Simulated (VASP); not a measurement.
Input of a VASP 6.6.1 run:

INCAR

```
SYSTEM = Zn5CdTe6
  ALGO = Normal
  EDIFF = 1E-6
  EDIFFG = -0.025
  ENCUT = 600
  GGA = PE
  IBRION = 2
  ISIF = 3
  ISMEAR = 0
  LASPH = .TRUE.
  LCHARG = .FALSE.
  LREAL = .FALSE.
  LWAVE = .FALSE.
  NELM = 80
  NSW = 80
  PREC = Accurate
  SIGMA = 0.1
```

The input KPOINTS:

```
k-points
0
G
  4 4 1
  0 0 0
```

File POSCAR:

```
Zn5CdTe6
1.0
    4.3626768939     -0.0856841688     -0.0559641896
   -0.0856841688      4.3598491772      0.0026348364
   -0.2384331271      0.0112256122     18.9287068751
Zn Cd Te
5 1 6
Direct
    0.5217990462      0.5022780897      0.1682891423
   -0.0120748593      0.0666983245      0.3465276872
    0.5420581040      0.4594318504      0.5003431184
    0.0320799092      0.0069779132      0.6579066744
    0.4758180073      0.5192307309      0.8402231307
    0.0101546193      0.0329292195     -0.0055988695
    0.4784601533      0.0419280262      0.2571279131
   -0.0493239732      0.4513523985      0.4110024967
    0.4781847018      0.0044502991      0.5648558790
    0.0228009214      0.4722559469      0.7511418061
    0.4992048331     -0.0310962437      0.9135860729
    0.0008385369      0.4735634448      0.0945949488
```

Potentials or basis: VASP PAW PBE potentials, release 64 (Zn, Cd, Te).

Command:

```sh
$ cat potpaw_PBE.64/Zn/POTCAR potpaw_PBE.64/Cd/POTCAR potpaw_PBE.64/Te/POTCAR > POTCAR
$ mpirun -np 1 vasp_std > vasp.out
```

(1) What does it give for the space group after relaxing (to 0.1 Å)?

(2) What does it give for the band gap on the k mesh?

(3) Estimate the relaxed volume.

## Answers

(1) C2 (No. 5).

(2) 0.92 eV.

(3) 30.67 Å³/atom.

Caveat: spin-orbit coupling is left out, which moves the levels of the heavy elements.
